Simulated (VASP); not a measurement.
The system is KCl.

```
K Cl
1.0
     0.00000    3.14187    3.14187
     3.14187    0.00000    3.14187
     3.14187    3.14187    0.00000
K Cl
1 1
Cartesian
  0.0000 0.0000 0.0000
  3.1419 3.1419 3.1419
```

* Program: VASP 6.6.1
* Task: relaxation of cell and atoms
* Functional: PBE
* Potentials or basis: VASP PAW PBE potentials, release 64 (K_sv, Cl)
* Cutoff: 600 eV
* k mesh: 6 × 6 × 6
* Occupations: gaussian, width 0.02 eV
* Spin: no spin polarisation

At the start: pressure 0.9 GPa; volume 31.01 Å³/atom.

**Question.** Where does the relaxation end?

**Answer.** Over 4 steps the energy falls by 4.2 meV/atom and the volume is 32.58 Å³/atom (+5.0 %); space group Fm-3m (No. 225, to 0.05 Å).

The path:
```csv
step,energy change (eV),largest force (eV/Å),pressure (GPa),volume (Å³)
1,0.0000,0.0000,0.91,62.03
2,-0.0065,0.0000,0.41,63.62
3,-0.0084,0.0000,-0.05,65.35
4,-0.0084,0.0000,0.00,65.16
```

Final structure:
```
CELL_PARAMETERS angstrom
0.00000 3.19381 3.19381
3.19381 0.00000 3.19381
3.19381 3.19381 0.00000
ATOMIC_POSITIONS crystal
K 0.00000 0.00000 0.00000
Cl 0.50000 0.50000 0.50000
```
